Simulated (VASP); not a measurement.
Input of a VASP 6.6.1 run:

File INCAR:

```
SYSTEM = Re2C
PREC = Accurate
ENCUT = 520
EDIFF = 1E-7
ISMEAR = -1
SIGMA = 0.15
LREAL = .False.
LASPH = .True.
NELM = 100
ALGO = Normal
ISIF = 2
LWAVE = .False.
LCHARG = .True.
GGA = CA
LELF = .True.
LVHAR = .True.
NBANDS = 27
```

The input KPOINTS:

```
regular mesh
0
Gamma
  12 12 4
  0 0 0
```

POSCAR

```
Re2C
1.0
    2.8216693592      0.0000000000      0.0000000000
   -1.4108346796      2.4436373461      0.0000000000
    0.0000000000      0.0000000000      9.7752135946
Re C
4 2
Direct
    0.3333333333      0.6666666667      0.6084102244
    0.6666666667      0.3333333333      0.1084102244
    0.6666666667      0.3333333333      0.3915897756
    0.3333333333      0.6666666667      0.8915897756
    0.3333333333      0.6666666667      0.2500000000
    0.6666666667      0.3333333333      0.7500000000
```

Potentials or basis: VASP PAW LDA potentials, release 64 (Re, C).

Launch:

```bash
$ cat potpaw_LDA.64/Re/POTCAR potpaw_LDA.64/C/POTCAR > POTCAR
$ mpirun -np 1 vasp_std > vasp.out
```

Estimate the band gap on the k mesh.

zero (band 18 reaches 11.07 eV, above the bottom of band 19 at 7.69 eV).

What does it give for the largest force?

0.169 eV/Å.

Predict the pressure.

3.5 GPa.

Stress tensor (GPa, compression positive):
```
3.31 0.00 0.00
0.00 3.31 0.00
0.00 0.00 3.77
```

Caveat: spin-orbit coupling is left out, which moves the levels of the heavy elements.
